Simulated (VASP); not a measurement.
# NbN in VASP: relaxation of the atoms with PBE

Aim: the relaxation of the atoms of NbN with PBE.

All numbers are computed with VASP 6.6.1; they aren't measurements. Logs are shortened: lines on timing, memory, paths and dates and some standing lists are left out, and cuts for length are marked.

### Step 1. The cell of the first run

The cell holds a slab with vacuum, 6 atoms: a = 3.127 Å, b = 3.127 Å, c = 20.422 Å, α = 90.00°, β = 90.00°, γ = 90.00°.

### Step 2. Relaxation of the atoms, PBE

File INCAR:

```
SYSTEM = NbN
ALGO = Normal ; DIPOL = 0.5 0.5 0.500
EDIFF = 1E-7 ; EDIFFG = -0.01
ENCUT = 520 ; GGA = PE
GGA_COMPAT = .FALSE. ; IBRION = 2
IDIPOL = 3 ; ISIF = 2
ISMEAR = -1 ; KPAR = 4
LASPH = .TRUE. ; LCHARG = .FALSE.
LDIPOL = .TRUE. ; LREAL = .FALSE.
LWAVE = .FALSE. ; NELM = 120
NELMDL = -8 ; NELMIN = 4
NSW = 60 ; PREC = Accurate
SIGMA = 0.1
```

File KPOINTS:

```
k-points
0
G
  13 13 1
  0 0 0
```

File POSCAR:

```
NbN
1.0
    3.1267856452      0.0000000000      0.0000000000
    0.0000000000      3.1267856452      0.0000000000
    0.0000000000      0.0000000000     20.4219000000
Nb N
3 3
Direct
    0.2500000000      0.2500000000      0.3917352777
    0.7500000000      0.7500000000      0.5000000000
    0.2500000000      0.2500000000      0.6082647223
    0.7500000000      0.7500000000      0.3917352777
    0.2500000000      0.2500000000      0.5000000000
    0.7500000000      0.7500000000      0.6082647223
```

Potentials or basis: VASP PAW PBE potentials, release 64 (Nb_sv, N).

On the command line:

```bash
$ cat potpaw_PBE.64/Nb_sv/POTCAR potpaw_PBE.64/N/POTCAR > POTCAR
$ mpirun -np 4 vasp_std > vasp.out
```

OUTCAR:

```text
SYSTEM = NbN
   EDIFF = 1E-7
   EDIFFG = -0.01
   ENCUT = 520
   GGA = PE
   IBRION = 2
   ISIF = 2
   ISMEAR = -1
   LASPH = .TRUE.
   LREAL = .FALSE.
   NELM = 120
   NELMDL = -8
   NELMIN = 4
   NSW = 60
   PREC = Accurate

 ion  position               nearest neighbor table
   1  0.250  0.250  0.392-   5 2.21   4 2.21   4 2.21   4 2.21   4 2.21
   2  0.750  0.750  0.500-   4 2.21   6 2.21   5 2.21   5 2.21   5 2.21   5 2.21
   3  0.250  0.250  0.608-   5 2.21   6 2.21   6 2.21   6 2.21   6 2.21
   4  0.750  0.750  0.392-   2 2.21   1 2.21   1 2.21   1 2.21   1 2.21
   5  0.250  0.250  0.500-   1 2.21   3 2.21   2 2.21   2 2.21   2 2.21   2 2.21
   6  0.750  0.750  0.608-   2 2.21   3 2.21   3 2.21   3 2.21   3 2.21

  LATTYP: Found a simple tetragonal cell.
 ALAT       =     3.1267856452
 C/A-ratio  =     6.5312759867

  Lattice vectors:

 A1 = (   3.1267856452,   0.0000000000,   0.0000000000)
 A2 = (   0.0000000000,   3.1267856452,   0.0000000000)
 A3 = (   0.0000000000,   0.0000000000,  20.4219000000)

Analysis of symmetry for initial positions (statically):
=====================================================================
 Subroutine PRICEL returns:
 Original cell was already a primitive cell.

 Routine SETGRP: Setting up the symmetry group for a
 simple tetragonal supercell.

 Subroutine GETGRP returns: Found 16 space group operations
 (whereof  4 operations were pure point group operations)
 out of a pool of 16 trial point group operations.

The static configuration has the point symmetry C_2v.
 The point group associated with its full space group is D_4h.

Analysis of symmetry for dynamics (positions and initial velocities):
=====================================================================
 Subroutine PRICEL returns:
 Original cell was already a primitive cell.

 Routine SETGRP: Setting up the symmetry group for a
 simple tetragonal supercell.

 Subroutine GETGRP returns: Found 16 space group operations
 (whereof  4 operations were pure point group operations)
 out of a pool of 16 trial point group operations.

The dynamic configuration has the point symmetry C_2v.
 The point group associated with its full space group is D_4h.

 Subroutine INISYM returns: Found 16 space group operations
 (whereof  4 operations are pure point group operations),
 and found     1 'primitive' translations

----------------------------------------------------------------------------------------

                                     Primitive cell

  volume of cell :     199.6606

  direct lattice vectors                    reciprocal lattice vectors
     3.126785645  0.000000000  0.000000000     0.319817254  0.000000000  0.000000000
     0.000000000  3.126785645  0.000000000     0.000000000  0.319817254  0.000000000
     0.000000000  0.000000000 20.421900000     0.000000000  0.000000000  0.048967040

  length of vectors
     3.126785645  3.126785645 20.421900000     0.319817254  0.319817254  0.048967040

  position of ions in fractional coordinates (direct lattice)
     0.250000000  0.250000000  0.391735278
     0.750000000  0.750000000  0.500000000
     0.250000000  0.250000000  0.608264722
     0.750000000  0.750000000  0.391735278
     0.250000000  0.250000000  0.500000000
     0.750000000  0.750000000  0.608264722

  ion indices of the primitive-cell ions
   primitive index   ion index
                 1           1
                 2           2
                 3           3
                 4           4
                 5           5
                 6           6

----------------------------------------------------------------------------------------

 KPOINTS: k-points

Automatic generation of k-mesh.
 Grid dimensions read from file:
 generate k-points for:   13   13    1

 Generating k-lattice:

  Cartesian coordinates                     Fractional coordinates (reciprocal lattice)
     0.024601327  0.000000000  0.000000000     0.076923077  0.000000000  0.000000000
     0.000000000  0.024601327  0.000000000     0.000000000  0.076923077  0.000000000
     0.000000000  0.000000000  0.048967040     0.000000000  0.000000000  1.000000000

  Length of vectors
     0.024601327  0.024601327  0.048967040

  Shift w.r.t. Gamma in fractional coordinates (k-lattice)
     0.000000000  0.000000000  0.000000000

 Subroutine IBZKPT returns following result:
 ===========================================

 Found     28 irreducible k-points:

 Following reciprocal coordinates:
            Coordinates               Weight
  0.000000  0.000000  0.000000      1.000000
  0.076923  0.000000  0.000000      4.000000
  0.153846  0.000000  0.000000      4.000000
  0.230769  0.000000  0.000000      4.000000
  0.307692  0.000000  0.000000      4.000000
  0.384615  0.000000  0.000000      4.000000
[... 16 lines left out ...]
  0.307692  0.307692  0.000000      4.000000
  0.384615  0.307692  0.000000      8.000000
 [... further k-points ...]
   k-points           NKPTS =     28   k-points in BZ     NKDIM =     28   number of bands    NBANDS=     32
   number of dos      NEDOS =    301   number of ions     NIONS =      6
   total plane-waves  NPLWV =  92160
   dimension x,y,z NGX =    24 NGY =   24 NGZ =  160
   dimension x,y,z NGXF=    48 NGYF=   48 NGZF=  320
   ions per type =               3   3
   NGX,Y,Z   is equivalent  to a cutoff of  12.76, 12.76, 13.02 a.u.
   NGXF,Y,Z  is equivalent  to a cutoff of  25.52, 25.52, 26.05 a.u.
 SYSTEM =  NbN
   PREC   = accura    normal or accurate (medium, high low for compatibility)
   ISTART =      0    job   : 0-new  1-cont  2-samecut
   ICHARG =      2    charge: 1-file 2-atom 10-const
   ISPIN  =      1    spin polarized calculation?
   LNONCOLLINEAR =      F non collinear calculations
   LSORBIT =      F    spin-orbit coupling
   LASPH  =      T    aspherical Exc in radial PAW
   ENCUT  =  520.0 eV  38.22 Ry    6.18 a.u.   5.81  5.81 37.97*2*pi/ulx,y,z
   NELM   =    120;   NELMIN=  4; NELMDL= -8     # of ELM steps
   EDIFF  = 0.1E-06   stopping-criterion for ELM
   LREAL  =      F    real-space projection
   EDIFFG = -.1E-01   stopping-criterion for IOM
   NSW    =     60    number of steps for IOM
   IBRION =      2    ionic relax: 0-MD 1-quasi-New 2-CG
   NFREE  =      1    steps in history (QN), initial steepest desc. (CG)
   ISIF   =      2    stress and relaxation
   ISYM   =      2    0-nonsym 1-usesym 2-fastsym
   POTIM  = 0.5000    time-step for ionic-motion
   TEBEG  =    0.0;   TEEND  =   0.0 temperature during run
   PSTRESS=    0.0 pullay stress
   NELECT =      54.0000    total number of electrons
   NUPDOWN=      -1.0000    fix difference up-down
   EMIN   =  10.00;   EMAX   =-10.00  energy-range for DOS
   EFERMI =   0.00;   METHOD = LEGACY
   ISMEAR =    -1;   SIGMA  =   0.10  broadening in eV -4-tet -1-fermi 0-gaus
   EFERMI_NEDOS =   21; number of points for ismear=-14 and -15
   IALGO  =     38    algorithm
   IMIX   =      4    mixing-type and parameters
     AMIX     =   0.40;   BMIX     =  1.00
     AMIX_MAG =   1.60;   BMIX_MAG =  1.00
  volume/ion in A,a.u.               =      33.28       224.56
  Fermi-wavevector in a.u.,A,eV,Ry     =   1.058706  2.000664 15.250199  1.120858
  Thomas-Fermi vector in A             =   2.194025
   LORBIT       =      0    0 simple, 1 ext, 2 COOP (PROOUT), +10 PAW based schemes
   GGA     = PE    functional components
   LHFCALC =     F    Hartree Fock is set to
   AEXX    =    0.0000 exact exchange contribution
   IVDW    =     0    specifies the selected vdW correction
   LEPSILON=     F    determine dielectric tensor
   LRPA    =     F    only Hartree local field effects (RPA)
 conjugate gradient relaxation of ions
 non-spin polarized calculation
  energy-cutoff  :      520.00
  volume of cell :      199.66
 maximum number of plane-waves:      5424
 NGX is ok and might be reduce to    24
   NGX = 11   NGY = 11   NGZ = 75

--------------------------------------- Ionic step        1  -------------------------------------------

 number of electron      53.9999999 magnetization

 Free energy of the ion-electron system (eV)
  ---------------------------------------------------
  ext. energy  EPLUGINS =         0.00000000
  ---------------------------------------------------
  free energy    TOTEN  =       -59.70147437 eV

  energy without entropy =      -59.56573145  energy(sigma->0) =      -59.63360291

------------------------ aborting loop because EDIFF is reached ----------------------------------------

  FORCE on cell =-STRESS in cart. coord.  units (eV):
  Direction    XX          YY          ZZ          XY          YZ          ZX
  --------------------------------------------------------------------------------------
  -------------------------------------------------------------------------------------
  Total       -7.8482832     -7.8482832     -1.5491656      0.0000000      0.0000000      0.0000000
  in kB      -62.9785829    -62.9785829    -12.4312864      0.0000000      0.0000000      0.0000000
  external PRESSURE =     -46.1294840 kB  Pullay stress =       0.0000000 kB
[... 221 lines left out ...]
  FREE ENERGIE OF THE ION-ELECTRON SYSTEM (eV)
  ---------------------------------------------------
  free  energy   TOTEN  =       -60.1205834098 eV

  energy  without entropy=      -59.9631363092  energy(sigma->0) =      -60.04185986

 dipolmoment           0.000000      0.000000      0.000000 electrons x Angstroem

--------------------------------------- Ionic step        7  -------------------------------------------

 number of electron      54.0000000 magnetization

------------------------ aborting loop because EDIFF is reached ----------------------------------------
[... 75 lines left out ...]
--------------------------------------- Ionic step        9  -------------------------------------------

 number of electron      54.0000000 magnetization

 dipolmoment           0.000000      0.000000     -0.000000 electrons x Angstroem

 Free energy of the ion-electron system (eV)
  ---------------------------------------------------
  ext. energy  EPLUGINS =         0.00000000
  ---------------------------------------------------
  free energy    TOTEN  =       -60.12102579 eV

  energy without entropy =      -59.96334448  energy(sigma->0) =      -60.04218514

 E-fermi :   2.2296     XC(G=0):  -5.2525

 val. band max:        2.2045162666   @ k =   0.3846   0.2308   0.0000
 cond. band min:       2.2447806356   @ k =   0.4615   0.4615   0.0000
 fundamental gap:      0.0402643690
 Fermi energy:         2.2296056516

 k-point     1 :       0.0000    0.0000    0.0000
  band No.  band energies     occupation
      1     -54.1180      2.00000
      2     -54.0972      2.00000
      3     -53.7664      2.00000
      4     -30.4928      2.00000
      5     -30.3642      2.00000
      6     -30.0363      2.00000
[... 829 lines left out ...]
     31       4.3327      0.00000
     32       4.5818      0.00000

 [... further k-points ...]

------------------------ aborting loop because EDIFF is reached ----------------------------------------

 vacuum level on the upper side and lower side of the slab       (xc-potential included)        -0.021        -0.021

  FORCE on cell =-STRESS in cart. coord.  units (eV):
  Direction    XX          YY          ZZ          XY          YZ          ZX
  --------------------------------------------------------------------------------------
  -------------------------------------------------------------------------------------
  Total       -6.9206210     -6.9206210     -0.0699711      0.0000000      0.0000000     -0.0000000
  in kB      -55.5345539    -55.5345539     -0.5614830      0.0000000      0.0000000     -0.0000000
  external PRESSURE =     -37.2101969 kB  Pullay stress =       0.0000000 kB
[... 21 lines left out ...]
  FREE ENERGIE OF THE ION-ELECTRON SYSTEM (eV)
  ---------------------------------------------------
  free  energy   TOTEN  =       -60.1210257937 eV

  energy  without entropy=      -59.9633444784  energy(sigma->0) =      -60.04218514

 reached required accuracy - stopping structural energy minimisation

 vacuum level on the upper side and lower side of the slab         5.464         5.464
```

Run time: 5.7 min. Hardware: 4 MPI ranks of Intel Xeon Platinum 8488C (Sapphire Rapids), shared host; peak memory 0.37 GiB.

What came out:

```
Free energy               : -60.1210 eV
Energy gained by relaxing : 69.9 meV/atom
Ionic steps               : 9
Band gap on the k mesh    : zero (bands 27 and 28 overlap by 2.18 eV)
```

Forces on the atoms (eV/Å):
```
Nb   0.000  0.000 -0.002
Nb   0.000  0.000  0.000
Nb   0.000  0.000  0.002
N    0.000  0.000  0.002
N    0.000  0.000  0.000
N    0.000  0.000 -0.002
```

Step by step:
| step | energy change (eV) | largest force (eV/Å) | pressure (GPa) |
| --- | --- | --- | --- |
| 1 | 0.0000 | 1.8102 | -4.61 |
| 2 | -0.3627 | 0.6644 | -4.04 |
| 3 | -0.4174 | 0.1230 | -3.55 |
| 4 | -0.4185 | 0.0706 | -3.47 |
| 5 | -0.4184 | 0.0847 | -3.43 |
| 6 | -0.4191 | 0.0555 | -3.54 |
| 7 | -0.4195 | 0.0170 | -3.76 |
| 8 | -0.4195 | 0.0111 | -3.72 |
| 9 | -0.4196 | 0.0020 | -3.72 |

Final structure:
```cif
data_structure
_symmetry_space_group_name_H-M 'P 1'
_symmetry_Int_Tables_number 1
_cell_length_a 3.1268
_cell_length_b 3.1268
_cell_length_c 20.4219
_cell_angle_alpha 90.000
_cell_angle_beta 90.000
_cell_angle_gamma 90.000
_cell_volume 199.66
loop_
_atom_site_label
_atom_site_type_symbol
_atom_site_fract_x
_atom_site_fract_y
_atom_site_fract_z
_atom_site_occupancy
Nb1 Nb 0.25000 0.25000 0.39828 1
Nb2 Nb 0.75000 0.75000 0.50000 1
Nb3 Nb 0.25000 0.25000 0.60172 1
N1 N 0.75000 0.75000 0.38559 1
N2 N 0.25000 0.25000 0.50000 1
N3 N 0.75000 0.75000 0.61441 1
```

The gap in the log of VASP goes by the Fermi energy; the results here count the filled bands.